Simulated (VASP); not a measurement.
# NaF (I4/mmm) in VASP: further runs

NaF is run at these levels: PBEsol; tasks: single point.

All numbers are computed with VASP 6.6.1; they aren't measurements. Logs are shortened: lines on timing, memory, paths and dates and some standing lists are left out, and cuts for length are marked.

### 1 The cell of the first run

Symmetry: I4/mmm, No. 139, tetragonal system. The conventional cell has a = 3.286 Å, b = 3.286 Å, c = 4.879 Å, α = 90.00°, β = 90.00°, γ = 90.00°. Within 3.1 Å of Na (site symmetry 4/mmm) lie 6 F at 2.32 to 2.44 Å. F (site symmetry 4/mmm) has 6 Na at 2.32 to 2.44 Å within 3.1 Å.

### 2 Single point, PBEsol (strain +0.000 along x and y, +0.050 along z)

INCAR reads:

```
ALGO = Normal
EDIFF = 1E-7
ENCUT = 520
GGA = PS
ISIF = 2
ISMEAR = 0
LASPH = T
LCHARG = F
LREAL = F
LWAVE = F
NBANDS = 14
NELM = 80
PREC = Accurate
SIGMA = 0.05
```

KPOINTS reads:

```
k-points
0
Gamma
  8 8 8
```

POSCAR reads:

```
NaF
1.0
    0.0000000000      2.3233000000      2.4394650000
    2.3233000000      0.0000000000      2.4394650000
    2.3233000000      2.3233000000      0.0000000000
Na F
1 1
Direct
    0.0000000000      0.0000000000      0.0000000000
    0.5000000000      0.5000000000      0.5000000000
```

Potentials or basis: VASP PAW PBE potentials, release 64 (Na_pv, F).

Run with:

```bash
> cat potpaw_PBE.64/Na_pv/POTCAR potpaw_PBE.64/F/POTCAR > POTCAR
> mpirun -np 1 vasp_std > vasp.out
```

OUTCAR:

```text
EDIFF = 1E-7
   ENCUT = 520
   GGA = PS
   ISIF = 2
   ISMEAR = 0
   LASPH = T
   LREAL = F
   NELM = 80
   PREC = Accurate

 ion  position               nearest neighbor table
   1  0.000  0.000  0.000-   2 2.32   2 2.32   2 2.32   2 2.32
   2  0.500  0.500  0.500-   1 2.32   1 2.32   1 2.32   1 2.32

  LATTYP: Found a body centered tetragonal cell.
 ALAT       =     3.2856423695
 C/A-ratio  =     1.4849242405

  Lattice vectors:

 A1 = (  -2.3233000000,   0.0000000000,   2.4394650000)
 A2 = (   2.3233000000,   0.0000000000,   2.4394650000)
 A3 = (   0.0000000000,   2.3233000000,  -2.4394650000)

Analysis of symmetry for initial positions (statically):
=====================================================================
 Subroutine PRICEL returns:
 Original cell was already a primitive cell.

 Routine SETGRP: Setting up the symmetry group for a
 body centered tetragonal supercell.

 Subroutine GETGRP returns: Found 16 space group operations
 (whereof 16 operations were pure point group operations)
 out of a pool of 16 trial point group operations.

The static configuration has the point symmetry D_4h.

Analysis of symmetry for dynamics (positions and initial velocities):
=====================================================================
 Subroutine PRICEL returns:
 Original cell was already a primitive cell.

 Routine SETGRP: Setting up the symmetry group for a
 body centered tetragonal supercell.

 Subroutine GETGRP returns: Found 16 space group operations
 (whereof 16 operations were pure point group operations)
 out of a pool of 16 trial point group operations.

The dynamic configuration has the point symmetry D_4h.

 Subroutine INISYM returns: Found 16 space group operations
 (whereof 16 operations are pure point group operations),
 and found     1 'primitive' translations

----------------------------------------------------------------------------------------

                                     Primitive cell

  volume of cell :      26.3351

  direct lattice vectors                    reciprocal lattice vectors
     0.000000000  2.323300000  2.439465000    -0.215211122  0.215211122  0.204962973
     2.323300000  0.000000000  2.439465000     0.215211122 -0.215211122  0.204962973
     2.323300000  2.323300000  0.000000000     0.215211122  0.215211122 -0.204962973

  length of vectors
     3.368785000  3.368785000  3.285642369     0.366935246  0.366935246  0.366935246

  position of ions in fractional coordinates (direct lattice)
     0.000000000  0.000000000  0.000000000
     0.500000000  0.500000000  0.500000000

  ion indices of the primitive-cell ions
   primitive index   ion index
                 1           1
                 2           2

----------------------------------------------------------------------------------------

 KPOINTS: k-points

Automatic generation of k-mesh.
 Grid dimensions read from file:
 generate k-points for:    8    8    8

 Generating k-lattice:

  Cartesian coordinates                     Fractional coordinates (reciprocal lattice)
    -0.026901390  0.026901390  0.025620372     0.125000000  0.000000000  0.000000000
     0.026901390 -0.026901390  0.025620372     0.000000000  0.125000000  0.000000000
     0.026901390  0.026901390 -0.025620372    -0.000000000 -0.000000000  0.125000000

  Length of vectors
     0.045866906  0.045866906  0.045866906

  Shift w.r.t. Gamma in fractional coordinates (k-lattice)
     0.000000000  0.000000000  0.000000000

 Subroutine IBZKPT returns following result:
 ===========================================

 Found     59 irreducible k-points:

 Following reciprocal coordinates:
            Coordinates               Weight
  0.000000  0.000000  0.000000      1.000000
  0.125000  0.000000  0.000000      8.000000
  0.250000  0.000000  0.000000      8.000000
  0.375000 -0.000000  0.000000      8.000000
  0.500000  0.000000  0.000000      4.000000
  0.125000  0.125000  0.000000      2.000000
[... 16 lines left out ...]
  0.250000 -0.000000  0.125000     16.000000
  0.375000 -0.000000  0.125000     16.000000
 [... further k-points ...]
   k-points           NKPTS =     59   k-points in BZ     NKDIM =     59   number of bands    NBANDS=     14
   number of dos      NEDOS =    301   number of ions     NIONS =      2
   total plane-waves  NPLWV =  18816
   dimension x,y,z NGX =    28 NGY =   28 NGZ =   24
   dimension x,y,z NGXF=    56 NGYF=   56 NGZF=   48
   ions per type =               1   1
   NGX,Y,Z   is equivalent  to a cutoff of  13.82, 13.82, 12.14 a.u.
   NGXF,Y,Z  is equivalent  to a cutoff of  27.64, 27.64, 24.29 a.u.
 SYSTEM =  unknown system
   PREC   = accura    normal or accurate (medium, high low for compatibility)
   ISTART =      0    job   : 0-new  1-cont  2-samecut
   ICHARG =      2    charge: 1-file 2-atom 10-const
   ISPIN  =      1    spin polarized calculation?
   LNONCOLLINEAR =      F non collinear calculations
   LSORBIT =      F    spin-orbit coupling
   LASPH  =      T    aspherical Exc in radial PAW
   ENCUT  =  520.0 eV  38.22 Ry    6.18 a.u.   6.26  6.26  6.11*2*pi/ulx,y,z
   NELM   =     80;   NELMIN=  2; NELMDL= -5     # of ELM steps
   EDIFF  = 0.1E-06   stopping-criterion for ELM
   LREAL  =      F    real-space projection
   EDIFFG = 0.1E-05   stopping-criterion for IOM
   NSW    =      0    number of steps for IOM
   IBRION =     -1    ionic relax: 0-MD 1-quasi-New 2-CG
   NFREE  =      0    steps in history (QN), initial steepest desc. (CG)
   ISIF   =      2    stress and relaxation
   ISYM   =      2    0-nonsym 1-usesym 2-fastsym
   POTIM  = 0.5000    time-step for ionic-motion
   TEBEG  =    0.0;   TEEND  =   0.0 temperature during run
   PSTRESS=    0.0 pullay stress
   NELECT =      14.0000    total number of electrons
   NUPDOWN=      -1.0000    fix difference up-down
   EMIN   =  10.00;   EMAX   =-10.00  energy-range for DOS
   EFERMI =   0.00;   METHOD = LEGACY
   ISMEAR =     0;   SIGMA  =   0.05  broadening in eV -4-tet -1-fermi 0-gaus
   EFERMI_NEDOS =   21; number of points for ismear=-14 and -15
   IALGO  =     38    algorithm
   IMIX   =      4    mixing-type and parameters
     AMIX     =   0.40;   BMIX     =  1.00
     AMIX_MAG =   1.60;   BMIX_MAG =  1.00
  volume/ion in A,a.u.               =      13.17        88.86
  Fermi-wavevector in a.u.,A,eV,Ry     =   1.326190  2.506136 23.929658  1.758780
  Thomas-Fermi vector in A             =   2.455595
   LORBIT       =      0    0 simple, 1 ext, 2 COOP (PROOUT), +10 PAW based schemes
   GGA     = PS    functional components
   LHFCALC =     F    Hartree Fock is set to
   AEXX    =    0.0000 exact exchange contribution
   IVDW    =     0    specifies the selected vdW correction
   LEPSILON=     F    determine dielectric tensor
   LRPA    =     F    only Hartree local field effects (RPA)
 non-spin polarized calculation
 Gauss-broadening in eV      SIGMA  =   0.05
  energy-cutoff  :      520.00
  volume of cell :       26.34
 maximum number of plane-waves:       722
 NGX is ok and might be reduce to    28
   NGX = 13   NGY = 13   NGZ = 13

 number of electron      14.0000002 magnetization

 Free energy of the ion-electron system (eV)
  ---------------------------------------------------
  ext. energy  EPLUGINS =         0.00000000
  ---------------------------------------------------
  free energy    TOTEN  =        -8.75097336 eV

  energy without entropy =       -8.75097336  energy(sigma->0) =       -8.75097336

 E-fermi :  -2.1767     XC(G=0):  -9.0485

 val. band max:       -2.4054076889   @ k =   0.0000   0.0000   0.0000
 cond. band min:       3.4668430430   @ k =   0.0000   0.0000   0.0000
 fundamental gap:      5.8722507318
 Fermi energy:        -2.1766528342

 k-point     1 :       0.0000    0.0000    0.0000
  band No.  band energies     occupation
      1     -21.3768      2.00000
      2     -21.3561      2.00000
      3     -21.3378      2.00000
      4     -21.3377      2.00000
      5      -2.4117      2.00000
      6      -2.4117      2.00000
      7      -2.4054      2.00000
      8       3.4668      0.00000
      9      15.8313      0.00000
     10      16.1747      0.00000
     11      16.1747      0.00000
     12      18.6332      0.00000
     13      20.2725      0.00000
     14      21.6195      0.00000

 k-point     2 :       0.1250    0.0000    0.0000
  band No.  band energies     occupation
      1     -21.6355      2.00000
      2     -21.3547      2.00000
      3     -21.3385      2.00000
      4     -21.0645      2.00000
      5      -2.6908      2.00000
      6      -2.4450      2.00000
      7      -2.4434      2.00000
      8       3.9951      0.00000
      9      14.3028      0.00000
     10      16.1280      0.00000
     11      16.4112      0.00000
     12      19.6999      0.00000
     13      20.4625      0.00000
     14      20.9108      0.00000

 k-point     3 :       0.2500    0.0000    0.0000
  band No.  band energies     occupation
      1     -21.8560      2.00000
      2     -21.3606      2.00000
      3     -21.3404      2.00000
      4     -20.7996      2.00000
      5      -3.2584      2.00000
      6      -2.5348      2.00000
      7      -2.5189      2.00000
      8       5.2730      0.00000
      9      12.2072      0.00000
     10      16.4815      0.00000
     11      16.9579      0.00000
     12      19.1340      0.00000
     13      20.1162      0.00000
     14      21.0077      0.00000
[... 324 lines left out ...]
 k-point    23 :       0.2500   -0.0000    0.1250
  band No.  band energies     occupation
      1     -21.8139      2.00000
      2     -21.3669      2.00000
      3     -21.3497      2.00000
      4     -20.8334      2.00000
      5      -3.1509      2.00000
      6      -2.5607      2.00000
      7      -2.5447      2.00000
      8       5.1930      0.00000
      9      12.5516      0.00000
     10      16.1719      0.00000
     11      16.3764      0.00000
     12      18.1635      0.00000
     13      20.9196      0.00000
     14      22.7307      0.00000

 k-point    24 :       0.3750   -0.0000    0.1250
  band No.  band energies     occupation
      1     -21.9333      2.00000
      2     -21.3720      2.00000
      3     -21.3517      2.00000
      4     -20.6772      2.00000
      5      -3.5773      2.00000
      6      -2.6603      2.00000
      7      -2.6358      2.00000
      8       6.6536      0.00000
      9      10.9691      0.00000
     10      16.0922      0.00000
     11      16.5091      0.00000
     12      17.9965      0.00000
     13      20.6298      0.00000
     14      22.6435      0.00000

 [... further k-points ...]
[... 5 lines left out ...]
  --------------------------------------------------------------------------------------
  -------------------------------------------------------------------------------------
  Total       -0.2465241     -0.2465241     -0.6651019      0.0000000      0.0000000      0.0000000
  in kB      -14.9980475    -14.9980475    -40.4635165      0.0000000      0.0000000      0.0000000
  external PRESSURE =     -23.4865372 kB  Pullay stress =       0.0000000 kB

 VOLUME and BASIS-vectors are now :
 -----------------------------------------------------------------------------
  energy-cutoff  :      520.00
  volume of cell :       26.34
      direct lattice vectors                 reciprocal lattice vectors
     0.000000000  2.323300000  2.439465000    -0.215211122  0.215211122  0.204962973
     2.323300000  0.000000000  2.439465000     0.215211122 -0.215211122  0.204962973
     2.323300000  2.323300000  0.000000000     0.215211122  0.215211122 -0.204962973

 POSITION                                       TOTAL-FORCE (eV/Angst)
 -----------------------------------------------------------------------------------
      0.00000      0.00000      0.00000        -0.000000     -0.000000      0.000000
      2.32330      2.32330      2.43947         0.000000      0.000000      0.000000
 -----------------------------------------------------------------------------------
    total drift:                                0.000000      0.000000      0.000000

  FREE ENERGIE OF THE ION-ELECTRON SYSTEM (eV)
  ---------------------------------------------------
  free  energy   TOTEN  =        -8.7509733551 eV

  energy  without entropy=       -8.7509733551  energy(sigma->0) =       -8.75097336
```

Run time: 24 s. Hardware: 1 thread of AMD EPYC 7R43 (Zen 3), shared host; peak memory 0.12 GiB.

Results:

- Free energy: -8.7510 eV
- Pressure: -2.3 GPa
- Band gap on the k mesh: 5.87 eV, direct

Stress tensor (GPa, compression positive):
```
-1.50  0.00  0.00
 0.00 -1.50  0.00
 0.00  0.00 -4.05
```

Levels at points of the mesh, in eV from the valence-band top:
```tsv
k point	band 4	band 5	band 6	band 7	band 8	band 9	band 10	band 11
(0.00, 0.00, 0.00)	-18.93	-0.01	-0.01	0.00	5.87	18.24	18.58	18.58
(0.50, 0.00, 0.00)	-18.14	-1.50	-0.25	-0.22	10.27	11.86	18.97	19.84
(0.50, 0.50, 0.00)	-18.76	-1.25	-0.34	-0.34	12.11	12.86	13.21	19.32
(0.50, 0.00, 0.50)	-18.74	-1.19	-0.45	-0.37	12.74	12.77	13.06	18.53
```

Caveat: the cell differs from its parent crystal (strain +0.000 along x and y, +0.050 along z); the PAW data sets were made with another functional, which shifts forces and pressure a little.

### 3 Single point, PBEsol (strain +0.025 along x and y, +0.000 along z)

INCAR reads:

```
SYSTEM = NaF
  PREC = Accurate
  ENCUT = 520
  EDIFF = 1E-7
  ISMEAR = 0
  SIGMA = 0.05
  LREAL = .FALSE.
  LASPH = .TRUE.
  NELM = 80
  ALGO = Normal
  ISIF = 2
  LWAVE = .FALSE.
  LCHARG = .FALSE.
  GGA = PS
  NBANDS = 14
```

KPOINTS reads:

```
Automatic mesh
0
G
  8 8 8
  0 0 0
```

POSCAR reads:

```
NaF
1.0
    0.0000000000      2.3813825000      2.3233000000
    2.3813825000      0.0000000000      2.3233000000
    2.3813825000      2.3813825000      0.0000000000
Na F
1 1
Direct
    0.0000000000      0.0000000000      0.0000000000
    0.5000000000      0.5000000000      0.5000000000
```

Potentials or basis: VASP PAW PBE potentials, release 64 (Na_pv, F).

Run with:

```bash
> cat potpaw_PBE.64/Na_pv/POTCAR potpaw_PBE.64/F/POTCAR > POTCAR
> mpirun -np 1 vasp_std > vasp.out
```

Run time: 30 s. Hardware: 1 thread of AMD EPYC 7R43 (Zen 3), shared host; peak memory 0.12 GiB.

It converged, with:

```
Free energy            : -8.7558 eV
Pressure               : -2.6 GPa
Band gap on the k mesh : 5.87 eV, direct
```

Stress tensor (GPa, compression positive):
```
-3.08  0.00  0.00
 0.00 -3.08  0.00
 0.00  0.00 -1.58
```

Levels at points of the mesh, in eV from the valence-band top:
```tsv
k point	band 3	band 4	band 5	band 6	band 7	band 8	band 9	band 10	band 11	band 12
(0.00, 0.00, 0.00)	-18.95	-18.94	-0.01	0.00	0.00	5.87	18.39	18.39	18.56	21.02
(0.50, 0.00, 0.00)	-18.95	-18.15	-1.50	-0.24	-0.22	10.27	11.86	19.15	19.61	21.96
(0.50, 0.50, 0.00)	-19.00	-18.74	-1.19	-0.41	-0.41	12.74	12.75	13.06	18.73	18.73
(0.50, 0.00, 0.50)	-18.99	-18.75	-1.22	-0.39	-0.35	12.41	12.95	12.98	18.91	19.13
```

Caveat: the cell differs from its parent crystal (strain +0.025 along x and y, +0.000 along z); the PAW data sets were made with another functional, which shifts forces and pressure a little.

### 4 Single point, PBEsol (strain +0.025 along x and y, +0.050 along z)

INCAR reads:

```
PREC = Accurate
ENCUT = 520
EDIFF = 1E-6
ISMEAR = 0
SIGMA = 0.05
LREAL = F
LASPH = T
NELM = 100
ALGO = Normal
ISIF = 2
LWAVE = F
LCHARG = F
GGA = PS
NBANDS = 14
```

KPOINTS reads:

```
regular mesh
0
Gamma
  8 8 8
```

POSCAR reads:

```
NaF
1.0
    0.0000000000      2.3813825000      2.4394650000
    2.3813825000      0.0000000000      2.4394650000
    2.3813825000      2.3813825000      0.0000000000
Na F
1 1
Direct
    0.0000000000      0.0000000000      0.0000000000
    0.5000000000      0.5000000000      0.5000000000
```

Run with:

```bash
> cat potpaw_PBE.64/Na_pv/POTCAR potpaw_PBE.64/F/POTCAR > POTCAR
> mpirun -np 1 vasp_std > vasp.out
```

Run time: 25 s. Hardware: 1 thread of AMD EPYC 7R43 (Zen 3), shared host; peak memory 0.12 GiB.

Results (log left out):

| Property | Result |
| --- | --- |
| Free energy | -8.7300 eV |
| Pressure | -4.2 GPa |
| Band gap on the k mesh | 5.64 eV, direct |

Stress tensor (GPa, compression positive):
```
-3.91  0.00  0.00
 0.00 -3.91  0.00
 0.00  0.00 -4.83
```

Levels at points of the mesh, in eV from the valence-band top:
```tsv
k point	band 3	band 4	band 5	band 6	band 7	band 8	band 9	band 10	band 11	band 12
(0.00, 0.00, 0.00)	-19.10	-18.90	-0.01	-0.01	0.00	5.64	17.99	18.16	18.16	20.58
(0.50, 0.00, 0.00)	-19.11	-18.26	-1.40	-0.22	-0.21	9.99	11.47	18.66	19.08	21.38
(0.50, 0.50, 0.00)	-19.14	-18.71	-1.16	-0.34	-0.34	11.94	12.46	12.88	18.51	18.51
(0.50, 0.00, 0.50)	-19.14	-18.70	-1.13	-0.40	-0.36	12.25	12.57	12.66	18.14	18.34
```

Caveat: the cell differs from its parent crystal (strain +0.025 along x and y, +0.050 along z); the PAW data sets were made with another functional, which shifts forces and pressure a little.

### 5 Single point, PBEsol (strain +0.050 along x and y, +0.025 along z)

INCAR reads:

```
SYSTEM = NaF
  PREC = Accurate
  ENCUT = 520
  EDIFF = 1E-7
  ISMEAR = 0
  SIGMA = 0.05
  LREAL = .FALSE.
  LASPH = .TRUE.
  NELM = 60
  ALGO = Normal
  ISIF = 2
  LWAVE = .FALSE.
  LCHARG = .TRUE.
  GGA = PS
  LELF = .TRUE.
  LVHAR = .TRUE.
  NBANDS = 14
```

KPOINTS reads:

```
Automatic mesh
0
G
  8 8 8
  0 0 0
```

POSCAR reads:

```
NaF
1.0
    0.0000000000      2.4394650000      2.3813825000
    2.4394650000      0.0000000000      2.3813825000
    2.4394650000      2.4394650000      0.0000000000
Na F
1 1
Direct
    0.0000000000      0.0000000000      0.0000000000
    0.5000000000      0.5000000000      0.5000000000
```

Run with:

```bash
> cat potpaw_PBE.64/Na_pv/POTCAR potpaw_PBE.64/F/POTCAR > POTCAR
> mpirun -np 1 vasp_std > vasp.out
```

Wall time 30 s (1 thread of AMD EPYC 7R43 (Zen 3), shared host); peak memory 0.12 GiB.

The run converged. Its results:

| Item | Value |
| --- | --- |
| Free energy | -8.7119 eV |
| Pressure | -4.8 GPa |
| Band gap on the k mesh | 5.54 eV, direct |

Stress tensor (GPa, compression positive):
```
-5.09  0.00  0.00
 0.00 -5.09  0.00
 0.00  0.00 -4.22
```

Levels at points of the mesh, in eV from the valence-band top:
```csv
k point,band 5,band 6,band 7,band 8,band 9,band 10
"(0.00, 0.00, 0.00)",-0.01,0.00,0.00,5.54,17.89,17.89
"(0.50, 0.00, 0.00)",-1.35,-0.21,-0.20,9.86,11.29,18.42
"(0.50, 0.50, 0.00)",-1.09,-0.37,-0.37,12.17,12.41,12.51
"(0.50, 0.00, 0.50)",-1.11,-0.36,-0.32,11.87,12.29,12.73
```

Caveat: the cell differs from its parent crystal (strain +0.050 along x and y, +0.025 along z); the PAW data sets were made with another functional, which shifts forces and pressure a little.

### 6 Overview

```csv
cell,gap on the mesh (eV),pressure (GPa)
"a = 3.369, b = 3.369, c = 3.286 Å, angles 60.8, 60.8, 58.4°, 2 atoms",5.87,-2.3
"a = 3.327, b = 3.327, c = 3.368 Å, angles 59.6, 59.6, 60.8°, 2 atoms",5.87,-2.6
"a = 3.409, b = 3.409, c = 3.368 Å, angles 60.4, 60.4, 59.2°, 2 atoms",5.64,-4.2
"a = 3.409, b = 3.409, c = 3.450 Å, angles 59.6, 59.6, 60.8°, 2 atoms",5.54,-4.8
```

Alike in all rows: task single point; level PBEsol; potentials or basis VASP PAW PBE potentials, release 64 (Na_pv, F); no spin polarisation; k mesh 8 × 8 × 8; cutoff (eV) 520; smearing gaussian 0.05 eV.

Caveats: the PAW data sets were made with another functional, which shifts forces and pressure a little.

Absolute energies hang on the potentials; compare differences alone.
